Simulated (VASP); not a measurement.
The system is CdTe.

```
CELL_PARAMETERS angstrom
0.00000 3.20500 3.20500
3.20500 0.00000 3.20500
3.20500 3.20500 0.00000
ATOMIC_POSITIONS crystal
Cd 0.00000 0.00000 0.00000
Te 0.25000 0.25000 0.25000
```

* Program: VASP 6.6.1
* Task: relaxation of cell and atoms
* Functional: PBEsol
* Potentials or basis: VASP PAW PBE potentials, release 64 (Cd, Te)
* Cutoff: 600 eV
* k mesh: 8 × 8 × 8
* Occupations: fermi-dirac, width 0.02 eV
* Spin: no spin polarisation

At the start: pressure 1.8 GPa; volume 32.92 Å³/atom.

Q: How do energy, volume and symmetry change on relaxing?

A: Over 3 steps the energy falls by 7.3 meV/atom and the volume is 34.26 Å³/atom (+4.1 %); space group F-43m (No. 216, to 0.05 Å).

The path:
```
step  energy change (eV)  largest force (eV/Å)  pressure (GPa)  volume (Å³)
   1              0.0000                0.0000            1.81        65.84
   2             -0.0129                0.0000           -0.54        69.46
   3             -0.0145                0.0000            0.00        68.52
```

Final structure:
```cif
data_structure
_symmetry_space_group_name_H-M 'P 1'
_symmetry_Int_Tables_number 1
_cell_length_a 4.5931
_cell_length_b 4.5931
_cell_length_c 4.5931
_cell_angle_alpha 60.000
_cell_angle_beta 60.000
_cell_angle_gamma 60.000
_cell_volume 68.52
loop_
_atom_site_label
_atom_site_type_symbol
_atom_site_fract_x
_atom_site_fract_y
_atom_site_fract_z
_atom_site_occupancy
Cd1 Cd 0.00000 0.00000 0.00000 1
Te1 Te 0.25000 0.25000 0.25000 1
```

Caveat: the PAW data sets were made with another functional, which shifts forces and pressure a little.
